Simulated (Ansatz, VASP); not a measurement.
One calculation of Ni, two programs

```
Ni
1.0
     2.44976    0.00000    0.00000
    -1.22488    2.12156    0.00000
     0.00000    0.00000   26.00110
Ni
6
Cartesian
  0.0000 0.7072 8.0000
  0.0000 2.1216 10.0002
  1.2249 1.4144 12.0004
  0.0000 0.7072 14.0007
  0.0000 2.1216 16.0009
  1.2249 1.4144 18.0011
```

Alike in both runs: task single point; functional PBEsol; k mesh 15 × 15 × 1; occupations fermi-dirac, width 0.1 eV; collinear spin.

|  | VASP | Ansatz |
| --- | --- | --- |
| version | VASP 6.6.1 | Ansatz 0.2.0 |
| potentials or method | VASP PAW PBE potentials, release 64 (Ni) | PAW with Ansatz's default frozen-core files, scalar-relativistic |
| plane-wave cutoff (eV) | 520 | 420 |
| valence electrons in the cell | 60 | 108 |

Ansatz gave:

- rms of the force components (eV/Å): 0.074
- net moment per atom (μB): 0.65
- size of the moment on the site where the two differ most (μB): 0.70

Question: Which values does VASP return?

Answer: rms of the force components (eV/Å): 0.073; net moment per atom (μB): 0.63; size of the moment on the site where the two differ most (μB): 0.65.

VASP's potentials were made for PBE, not for PBEsol. Site moments also hang on the region over which each program counts them. Atom by atom the forces differ by 0.001 eV/Å (rms over components). VASP's potentials hold 60 valence electrons a cell and Ansatz's 108, so a difference there can come from the potentials and not from the codes.
